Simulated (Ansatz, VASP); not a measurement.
One calculation of Sn3S5, two programs

Contents of INCAR:

```
ALGO = Normal
EDIFF = 1E-6
EDIFFG = -0.08
ENCUT = 600
GGA = PE
IBRION = 2
ISIF = 3
ISMEAR = 0
LASPH = T
LCHARG = F
LREAL = F
LWAVE = F
NELM = 60
NSW = 36
PREC = Accurate
SIGMA = 0.2
```

KPOINTS

```
k-points
0
Gamma
  3 3 3
```

Contents of POSCAR:

```
Sn3S5
1.0
    3.7959844600      2.1916126500      4.1011136200
   -3.7959844600      2.1916126500      4.1011136200
    0.0000000000     -4.3832253100      4.1011136200
Sn S
3 5
Direct
    0.5000000000      0.5000000000      0.0000000000
    0.0000000000      0.5000000000      0.5000000000
    0.5000000000      0.0000000000      0.5000000000
    0.0000000000      0.0000000000      0.5000000000
    0.5000000000      0.0000000000      0.0000000000
    0.0000000000      0.5000000000      0.0000000000
    0.0000000000      0.0000000000      0.0000000000
    0.5000000000      0.5000000000      0.5000000000
```

Input for Ansatz:

```yaml
crystal:
  lattice:
    - [3.79598446, 2.19161265, 4.10111362]
    - [-3.79598446, 2.19161265, 4.10111362]
    - [0.0, -4.38322531, 4.10111362]
  atoms:
    - { symbol: Sn, position: [0.5, 0.5, 0.0] }
    - { symbol: Sn, position: [0.0, 0.5, 0.5] }
    - { symbol: Sn, position: [0.5, 0.0, 0.5] }
    - { symbol: S, position: [0.0, 0.0, 0.5] }
    - { symbol: S, position: [0.5, 0.0, 0.0] }
    - { symbol: S, position: [0.0, 0.5, 0.0] }
    - { symbol: S, position: [0.0, 0.0, 0.0] }
    - { symbol: S, position: [0.5, 0.5, 0.5] }
basis:
  ecutwfc: 420
kpoints:
  mp_grid: { grid: [3, 3, 3] }
hamiltonian:
  xc: pbe
scf:
  occupations: { method: gaussian, width: 0.2 }
  lower_state_search: "off"
output:
  forces: true
  stress: true
  eigenvalues: true
relax:
  adjacent_minimum: "off"
  f_tol: 0.08
  max_steps: 16
  cell: { stress_tol: 0.8 }
```

Alike in both runs: task relaxation of cell and atoms; functional PBE; k mesh 3 × 3 × 3; occupations gaussian, width 0.2 eV; no spin polarisation.

```csv
,VASP,Ansatz
version,VASP 6.6.1,Ansatz 0.2.0
potentials or method,"VASP PAW PBE potentials, release 64 (Sn_d, S), cutoff 600 eV","scalar-relativistic, plane waves, PAW"
valence electrons in the cell,72,72
```

```tsv
	VASP	Ansatz	Ansatz less VASP
gap on the k mesh at the Fermi level, each at its own relaxed structure (eV)	none	none	-
relaxed volume (Å³/atom)	22.87	23.09	+0.222
relaxed cell length with the largest relative difference (Å)	5.678	5.696	+0.0181
```

A gap of «none» marks a metal or a gap that the smearing closes.

The k mesh is coarse, so the values compare programs but aren't converged.
